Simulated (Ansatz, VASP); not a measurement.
**MgO in VASP and in Ansatz**

```
Mg O
1.0
     0.00000    2.12450    2.12450
     2.12450    0.00000    2.12450
     2.12450    2.12450    0.00000
Mg O
1 1
Direct
  0.00000 0.00000 0.00000
  0.50000 0.50000 0.50000
```

Alike in both runs: task relaxation of cell and atoms; functional r2SCAN; k mesh 8 × 8 × 8; occupations gaussian, width 0.02 eV; no spin polarisation.

|  | VASP | Ansatz |
| --- | --- | --- |
| version | VASP 6.6.1 | Ansatz 0.2.0 |
| potentials or method | VASP PAW PBE potentials, release 64 (Mg_sv, O), cutoff 750 eV | scalar-relativistic, plane waves, PAW |
| valence electrons in the cell | 16 | 16 |

|  | VASP | Ansatz | Ansatz less VASP |
| --- | --- | --- | --- |
| gap on the k mesh at the Fermi level, each at its own relaxed structure (eV) | 5.70 | 5.68 | -0.021 |
| relaxed volume (Å³/atom) | 9.29 | 9.31 | +0.017 |
| relaxed length of the cell vector where the two differ most in proportion (Å) | 2.973 | 2.975 | +0.0018 |

VASP's potentials were made for PBE, not for r2SCAN.
